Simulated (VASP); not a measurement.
# La (Pm-3m) in VASP: a series of runs, part 2 of 2

VASP 6.6.1. The steps go on from the part before.

## 3. Single point, PBE (20.32 Å³/atom)

This run uses another cell than the first one, of 20.32 Å³/atom.

INCAR reads:

```
  PREC = Accurate
  ENCUT = 500
  EDIFF = 1E-6
  ISMEAR = -1
  SIGMA = 0.08
  LREAL = False
  LASPH = True
  NELM = 200
  ALGO = Normal
  ISIF = 2
  LWAVE = False
  LCHARG = True
  GGA = PE
  LELF = True
  LVHAR = True
  NBANDS = 12
  GGA_COMPAT = False
  LMAXMIX = 6
```

KPOINTS reads:

```
Automatic mesh
0
Gamma
  12 12 12
```

POSCAR reads:

```
La
1.0
    2.7287340239      0.0000000000      0.0000000000
    0.0000000000      2.7287340239      0.0000000000
    0.0000000000      0.0000000000      2.7287340239
La
1
Direct
    0.0000000000      0.0000000000      0.0000000000
```

Potentials or basis: VASP PAW PBE potentials, release 64 (La).

On the command line:

```
$ cat potpaw_PBE.64/La/POTCAR > POTCAR
$ mpirun -np 1 vasp_std > vasp.out
```

OUTCAR:

```text
PREC = Accurate
   ENCUT = 500
   EDIFF = 1E-6
   ISMEAR = -1
   LREAL = False
   LASPH = True
   NELM = 200
   ISIF = 2
   GGA = PE

 ion  position               nearest neighbor table
   1  0.000  0.000  0.000-

  LATTYP: Found a simple cubic cell.
 ALAT       =     2.7287340239

  Lattice vectors:

 A1 = (   2.7287340239,   0.0000000000,   0.0000000000)
 A2 = (   0.0000000000,   2.7287340239,   0.0000000000)
 A3 = (   0.0000000000,   0.0000000000,   2.7287340239)

Analysis of symmetry for initial positions (statically):
=====================================================================
 Subroutine PRICEL returns:
 Original cell was already a primitive cell.

 Routine SETGRP: Setting up the symmetry group for a
 simple cubic supercell.

 Subroutine GETGRP returns: Found 48 space group operations
 (whereof 48 operations were pure point group operations)
 out of a pool of 48 trial point group operations.

The static configuration has the point symmetry O_h .

Analysis of symmetry for dynamics (positions and initial velocities):
=====================================================================
 Subroutine PRICEL returns:
 Original cell was already a primitive cell.

 Routine SETGRP: Setting up the symmetry group for a
 simple cubic supercell.

 Subroutine GETGRP returns: Found 48 space group operations
 (whereof 48 operations were pure point group operations)
 out of a pool of 48 trial point group operations.

The dynamic configuration has the point symmetry O_h .

 Subroutine INISYM returns: Found 48 space group operations
 (whereof 48 operations are pure point group operations),
 and found     1 'primitive' translations

----------------------------------------------------------------------------------------

[... 108 lines left out ...]
   IMIX   =      4    mixing-type and parameters
     AMIX     =   0.40;   BMIX     =  1.00
     AMIX_MAG =   1.60;   BMIX_MAG =  1.00
  volume/ion in A,a.u.               =      20.32       137.11
  Fermi-wavevector in a.u.,A,eV,Ry     =   1.334272  2.521409 24.222220  1.780283
  Thomas-Fermi vector in A             =   2.463067
   LORBIT       =      0    0 simple, 1 ext, 2 COOP (PROOUT), +10 PAW based schemes
   GGA     = PE    functional components
   LHFCALC =     F    Hartree Fock is set to
   AEXX    =    0.0000 exact exchange contribution
   IVDW    =     0    specifies the selected vdW correction
   LEPSILON=     F    determine dielectric tensor
   LRPA    =     F    only Hartree local field effects (RPA)
 non-spin polarized calculation
  energy-cutoff  :      500.00
  volume of cell :       20.32
 maximum number of plane-waves:       552
 NGX is ok and might be reduce to    20
   NGX =  9   NGY =  9   NGZ =  9

 number of electron      11.0000002 magnetization

 Free energy of the ion-electron system (eV)
  ---------------------------------------------------
  ext. energy  EPLUGINS =         0.00000000
  ---------------------------------------------------
  free energy    TOTEN  =        -2.98217828 eV

  energy without entropy =       -2.95430971  energy(sigma->0) =       -2.96824400

 E-fermi :  15.2862     XC(G=0): -12.2252

 val. band max:       15.2722428783   @ k =   0.4167   0.2500   0.1667
 cond. band min:      15.3005463484   @ k =   0.5000   0.0833   0.0833
 fundamental gap:      0.0283034702
 Fermi energy:        15.2861707279

 k-point     1 :       0.0000    0.0000    0.0000
  band No.  band energies     occupation
      1     -18.8259      2.00000
      2       1.7114      2.00000
      3       1.7114      2.00000
      4       1.7114      2.00000
      5      12.8088      2.00000
      6      12.8088      2.00000
      7      14.1594      2.00000
      8      18.3330      0.00000
      9      18.3330      0.00000
     10      18.3330      0.00000
     11      19.3280      0.00000
     12      19.3280      0.00000
[... 331 lines left out ...]
 k-point    24 :       0.4167    0.3333    0.0000
  band No.  band energies     occupation
      1     -16.5740      2.00000
      2      -3.8064      2.00000
      3      -2.5640      2.00000
      4       3.2750      2.00000
      5      11.3779      2.00000
      6      16.0460      0.00015
      7      17.1130      0.00000
      8      18.2819      0.00000
      9      18.6951      0.00000
     10      19.0192      0.00000
     11      19.3541      0.00000
     12      19.4205      0.00000

 [... further k-points ...]
[... 5 lines left out ...]
  --------------------------------------------------------------------------------------
  -------------------------------------------------------------------------------------
  Total        6.3769454      6.3769454      6.3769454     -0.0000000     -0.0000000     -0.0000000
  in kB      502.8513992    502.8513992    502.8513992     -0.0000000     -0.0000000     -0.0000000
  external PRESSURE =     502.8513992 kB  Pullay stress =       0.0000000 kB

 VOLUME and BASIS-vectors are now :
 -----------------------------------------------------------------------------
  energy-cutoff  :      500.00
  volume of cell :       20.32
      direct lattice vectors                 reciprocal lattice vectors
     2.728734024  0.000000000  0.000000000     0.366470309  0.000000000  0.000000000
     0.000000000  2.728734024  0.000000000     0.000000000  0.366470309  0.000000000
     0.000000000  0.000000000  2.728734024     0.000000000  0.000000000  0.366470309

 POSITION                                       TOTAL-FORCE (eV/Angst)
 -----------------------------------------------------------------------------------
      0.00000      0.00000      0.00000         0.000000      0.000000      0.000000
 -----------------------------------------------------------------------------------
    total drift:                               -0.000000      0.000000      0.000000

  FREE ENERGIE OF THE ION-ELECTRON SYSTEM (eV)
  ---------------------------------------------------
  free  energy   TOTEN  =        -2.9821782805 eV

  energy  without entropy=       -2.9543097108  energy(sigma->0) =       -2.96824400
```

OSZICAR:

```text
N       E                     dE             d eps       ncg     rms          rms(c)
DAV:   1     0.752550692531E+02    0.75255E+02   -0.38718E+03  2200   0.131E+03
DAV:   2     0.206735923895E+01   -0.73188E+02   -0.67887E+02  2336   0.202E+02
DAV:   3    -0.293674801199E+01   -0.50041E+01   -0.47065E+01  2968   0.735E+01
DAV:   4    -0.315854282208E+01   -0.22179E+00   -0.21900E+00  3552   0.108E+01
DAV:   5    -0.316951341623E+01   -0.10971E-01   -0.10946E-01  3204   0.234E+00    0.811E+00
DAV:   6    -0.304131518995E+01    0.12820E+00   -0.19529E-02  3052   0.183E+00    0.498E+00
DAV:   7    -0.298167715407E+01    0.59638E-01   -0.75259E-02  2444   0.282E+00    0.288E-01
DAV:   8    -0.298197339503E+01   -0.29624E-03   -0.41825E-03  3312   0.834E-01    0.133E-01
DAV:   9    -0.298216431333E+01   -0.19092E-03   -0.28182E-04  3204   0.175E-01    0.401E-02
DAV:  10    -0.298217838492E+01   -0.14072E-04   -0.27386E-05  3396   0.627E-02    0.468E-03
DAV:  11    -0.298217828047E+01    0.10445E-06   -0.10112E-06  2404   0.827E-03
   1 F= -.29821783E+01 E0= -.29682440E+01  d E =-.278686E-01
```

stdout:

```text
POSCAR found type information on POSCAR La
 POSCAR found :  1 types and       1 ions
 scaLAPACK will be used
 LDA part: xc-table for (Slater+PW92), standard interpolation
 POSCAR, INCAR and KPOINTS ok, starting setup
 FFT: planning ... GRIDC
 FFT: planning ... GRID_SOFT
 FFT: planning ... GRID
 WAVECAR not read
 entering main loop
```

Run time: 7.1 s. Hardware: 1 thread of Intel Xeon 6975P-C (Granite Rapids), shared host; peak memory 0.15 GiB.

What came out:

```yaml
Free_energy: -2.9822 eV
Pressure: 50.3 GPa
Band_gap_on_the_k_mesh: zero (an odd number of electrons rules out a gap without spin polarisation)
```

Levels at points of the mesh, in eV from the Fermi level:
| k point | band 1 | band 2 | band 3 | band 4 | band 5 | band 6 | band 7 | band 8 | band 9 | band 10 |
| --- | --- | --- | --- | --- | --- | --- | --- | --- | --- | --- |
| (0.00, 0.00, 0.00) | -34.11 | -13.57 | -13.57 | -13.57 | -2.48 | -2.48 | -1.13 | 3.05 | 3.05 | 3.05 |
| (0.50, 0.00, 0.00) | -32.73 | -20.34 | -12.61 | -12.61 | -0.82 | 0.87 | 1.42 | 1.71 | 3.61 | 3.61 |
| (0.50, 0.50, 0.00) | -31.34 | -19.09 | -19.09 | -11.70 | -5.48 | 1.73 | 1.73 | 2.46 | 3.28 | 4.01 |
| (0.50, 0.50, 0.50) | -29.92 | -17.97 | -17.97 | -17.97 | -3.07 | -3.07 | -3.07 | 0.38 | 3.72 | 3.72 |

Caveat: the cell stands under pressure; spin-orbit coupling is left out, which moves the levels of the heavy elements.

The gap in the log of VASP goes by the Fermi energy; the results here count the filled bands.